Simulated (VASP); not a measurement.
# SiC (P6_3mc) in VASP: a series of runs, part 2 of 2

VASP 6.6.1. The steps go on from the part before.

## (4) Relaxation of cell and atoms, BLYP

Contents of INCAR:

```
SYSTEM = SiC
PREC = Accurate
ENCUT = 600
EDIFF = 1E-7
ISMEAR = -1
SIGMA = 0.05
LREAL = .FALSE.
LASPH = .TRUE.
NELM = 80
ALGO = Normal
ISIF = 3
LWAVE = .FALSE.
LCHARG = .FALSE.
GGA = B5
ALDAX = 1.0
AGGAX = 1.0
AGGAC = 1.0
ALDAC = 0.0
IBRION = 2
NSW = 60
EDIFFG = -0.01
```

Contents of KPOINTS:

```
regular mesh
0
G
  10 10 3
  0 0 0
```

Contents of POSCAR:

```
SiC
1.0
    3.0756941497      0.0000000000      0.0000000000
   -1.5378470748      2.6636292679      0.0000000000
    0.0000000000      0.0000000000     10.0706464800
Si C
4 4
Direct
    0.0000000000      0.0000000000      0.1878943800
    0.0000000000      0.0000000000      0.6878943800
    0.3333333333      0.6666666667      0.4378419800
    0.6666666667      0.3333333333      0.9378419800
    0.0000000000      0.0000000000      0.0004600500
    0.0000000000      0.0000000000      0.5004600500
    0.3333333333      0.6666666667      0.2498025900
    0.6666666667      0.3333333333      0.7498025900
```

Potentials or basis: VASP PAW PBE potentials, release 64 (Si, C).

Started as:

```
> cat potpaw_PBE.64/Si/POTCAR potpaw_PBE.64/C/POTCAR > POTCAR
> mpirun -np 1 vasp_std > vasp.out
```

Wall time 7.3 min (1 thread of Intel Xeon 8259CL, shared host); peak memory 0.26 GiB.

It converged, with:

- Free energy: -54.6617 eV
- Relaxed volume: 10.75 Å³/atom
- Relaxed cell: a = 3.118 Å, b = 3.118 Å, c = 10.214 Å, α = 90.00°, β = 90.00°, γ = 120.00°
- Space group after relaxing (to 0.1 Å): P6_3mc (No. 186)
- Energy gained by relaxing: 11.9 meV/atom
- Ionic steps: 5
- Pressure after relaxing: 0.1 GPa
- Largest force after relaxing: 0.009 eV/Å
- Band gap on the k mesh: 2.52 eV (least direct gap 3.62 eV)

Forces in eV/Å, atoms in the order of the input:
```
Si   0.000  0.000  0.001
Si   0.000  0.000  0.001
Si   0.000  0.000 -0.009
Si   0.000  0.000 -0.009
C    0.000  0.000  0.004
C    0.000  0.000  0.004
C    0.000  0.000  0.004
C    0.000  0.000  0.004
```

Stress tensor (GPa, compression positive):
```
0.14 0.00 0.00
0.00 0.14 0.00
0.00 0.00 0.06
```

Step by step:
| step | energy change (eV) | largest force (eV/Å) | pressure (GPa) | volume (Å³) |
| --- | --- | --- | --- | --- |
| 1 | 0.0000 | 0.0142 | 8.97 | 82.50 |
| 2 | -0.0118 | 0.0184 | -7.31 | 89.59 |
| 3 | -0.0956 | 0.0123 | -0.05 | 86.06 |
| 4 | -0.0955 | 0.0122 | 0.12 | 85.99 |
| 5 | -0.0955 | 0.0086 | 0.11 | 85.99 |

Final structure:
```yaml
crystal:
  lattice:
    - [3.11796, 0.00000, 0.00000]
    - [-1.55898, 2.70024, 0.00000]
    - [0.00000, 0.00000, 10.21369]
  atoms:
    - { symbol: Si, position: [0.00000, 0.00000, 0.18783] }
    - { symbol: Si, position: [0.00000, 0.00000, 0.68783] }
    - { symbol: Si, position: [0.33333, 0.66667, 0.43791] }
    - { symbol: Si, position: [0.66667, 0.33333, 0.93791] }
    - { symbol: C, position: [0.00000, 0.00000, 0.00047] }
    - { symbol: C, position: [0.00000, 0.00000, 0.50047] }
    - { symbol: C, position: [0.33333, 0.66667, 0.24979] }
    - { symbol: C, position: [0.66667, 0.33333, 0.74979] }
```

Levels at points of the mesh, in eV from the valence-band top:
```
           k point  band 12  band 13  band 14  band 15  band 16  band 17  band 18  band 19  band 20  band 21
(0.00, 0.00, 0.00)    -0.57    -0.57    -0.05     0.00     0.00     4.90     5.48     6.00     6.09     6.83
(0.50, 0.00, 0.00)    -2.30    -2.27    -2.15    -1.52    -1.11     2.52     2.61     4.35     4.67     5.32
```

Caveat: the PAW data sets were made with another functional, which shifts forces and pressure a little; an odd mesh through Γ misses points on the zone boundary, where band edges can lie.

## (5) Single point, HSE06

POSCAR is that of step 4.

Contents of INCAR.step1:

```
SYSTEM = SiC
  PREC = Accurate
  ENCUT = 520
  EDIFF = 1E-5
  ISMEAR = 0
  SIGMA = 0.01
  LREAL = .FALSE.
  LASPH = .TRUE.
  NELM = 80
  ALGO = Normal
  ISIF = 2
  LWAVE = .TRUE.
  LCHARG = .FALSE.
  NBANDS = 26
  GGA = PE
```

Contents of INCAR.step2:

```
SYSTEM = SiC
  PREC = Accurate
  ENCUT = 520
  EDIFF = 1E-6
  ISMEAR = 0
  SIGMA = 0.01
  LREAL = .FALSE.
  LASPH = .TRUE.
  NELM = 80
  ALGO = Normal
  ISIF = 2
  LWAVE = .FALSE.
  LCHARG = .FALSE.
  GGA = PE
  LHFCALC = .TRUE.
  HFSCREEN = 0.2079
  PRECFOCK = Fast
  NBANDS = 26
  ISTART = 1
```

Contents of KPOINTS:

```
regular mesh
0
G
  6 6 2
  0 0 0
```

Started as:

```
> cat potpaw_PBE.64/Si/POTCAR potpaw_PBE.64/C/POTCAR > POTCAR
> cp INCAR.step1 INCAR
> mpirun -np 1 vasp_std > vasp.out
> cp INCAR.step2 INCAR
> mpirun -np 1 vasp_std > vasp.out
```

Run time: 37 min. Hardware: 1 thread of Oxide Virtual Turin-like, shared host; peak memory 0.29 GiB.

The run converged. Its results:

| Quantity | Value |
| --- | --- |
| Free energy | -69.6859 eV |
| Pressure | -1.1 GPa |
| Largest force | 0.013 eV/Å |
| Band gap on the k mesh | 3.15 eV (least direct gap 4.38 eV) |

Forces in eV/Å, atoms in the order of the input:
```
Si   0.000  0.000  0.013
Si   0.000  0.000  0.013
Si   0.000  0.000  0.006
Si   0.000  0.000  0.006
C    0.000  0.000 -0.010
C    0.000  0.000 -0.010
C    0.000  0.000 -0.009
C    0.000  0.000 -0.009
```

Stress tensor (GPa, compression positive):
```
-1.02  0.00  0.00
 0.00 -1.02  0.00
 0.00  0.00 -1.33
```

Levels at points of the mesh, in eV from the valence-band top:
| k point | band 13 | band 14 | band 15 | band 16 | band 17 | band 18 | band 19 | band 20 |
| --- | --- | --- | --- | --- | --- | --- | --- | --- |
| (0.00, 0.00, 0.00) | -0.64 | -0.05 | 0.00 | 0.00 | 6.30 | 6.91 | 7.58 | 7.61 |
| (0.50, 0.00, 0.00) | -2.60 | -2.44 | -1.72 | -1.24 | 3.15 | 3.30 | 5.29 | 5.87 |
| (0.00, 0.00, 0.50) | -0.23 | -0.23 | -0.23 | -0.23 | 6.52 | 6.52 | 8.06 | 8.06 |
| (0.50, 0.00, 0.50) | -2.69 | -2.69 | -1.71 | -1.71 | 3.58 | 3.58 | 5.27 | 5.27 |

Caveat: the PAW data sets were made with another functional, which shifts forces and pressure a little.

## (6) The runs side by side

```csv
task,level,potentials or basis,cell,k mesh,cutoff (eV),smearing,grid for exact exchange (PRECFOCK),share of exact exchange,screening parameter,gap on the mesh (eV),pressure (GPa),relaxed volume (Å³/atom),largest force (eV/Å)
relaxation of cell and atoms,PBEsol,"VASP PAW PBE potentials, release 64 (Si, C)",relaxed,10 × 10 × 3,600,fermi-dirac 0.05 eV,-,-,-,2.11,0.0,10.34,-
relaxation of cell and atoms,LDA,"VASP PAW LDA potentials, release 64 (Si, C)",relaxed,10 × 10 × 3,600,fermi-dirac 0.05 eV,-,-,-,2.17,0.0,10.15,-
relaxation of cell and atoms,BLYP,"VASP PAW PBE potentials, release 64 (Si, C)",relaxed,10 × 10 × 3,600,fermi-dirac 0.05 eV,-,-,-,2.52,0.1,10.75,0.01
single point,HSE06,"VASP PAW PBE potentials, release 64 (Si, C)",as given,6 × 6 × 2,520,gaussian 0.01 eV,Fast,0.25,0.2079 1/Å,3.15,-1.1,-,0.01
```

Alike in all rows: no spin polarisation.

Caveats: the PAW data sets were made with another functional, which shifts forces and pressure a little (at least some runs); an odd mesh through Γ misses points on the zone boundary, where band edges can lie (at least some runs).

Absolute energies hang on the potentials; compare differences alone.
